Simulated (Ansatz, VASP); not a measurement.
## In6As: VASP beside Ansatz

```xyz
7
Lattice="6.2033 0.0000 0.0000 -3.1016 5.3722 0.0000 0.0000 0.0000 5.8203" Properties=species:S:1:pos:R:3 pbc="T T T"
In    1.1875    2.0568    1.4168
In   -1.9141    3.3154    1.4168
In    3.8283    0.0000    1.4168
In   -1.1875    2.0568    4.4035
In    2.3750    0.0000    4.4035
In    1.9141    3.3154    4.4035
As    0.0000    0.0000    2.9101
```

Change from the starting cell: species swapped into the MoCl6 type (P-31m, No. 162).

Alike in both runs: functional PBE; k mesh 3 × 3 × 3; occupations gaussian, width 0.2 eV; no spin polarisation.

Ansatz relaxed the structure, and its values are those at the end. VASP's run is a single point on that final structure, the one shown.

|  | VASP | Ansatz |
| --- | --- | --- |
| version | VASP 6.6.1 | Ansatz 0.2.0 |
| potentials or method | VASP PAW PBE potentials, release 64 (In_d, As), cutoff 520 eV | scalar-relativistic, plane waves, PAW |
| valence electrons in the cell | 83 | 93 |

```tsv
	VASP	Ansatz	Ansatz less VASP
gap on the k mesh at the Fermi level (eV)	none	none	-
pressure (GPa)	0.2	0.2	0.00
rms of the force components (eV/Å)	0.036	0.034	-0.0023
```

A gap of «none» marks a metal or a gap that the smearing closes. The functional is the same, so the differences come from potentials, cutoffs and numerics. VASP's potentials hold 83 valence electrons a cell and Ansatz's 93, so a difference there can come from the potentials and not from the codes.

The k mesh is coarse, so the values compare programs but aren't converged.
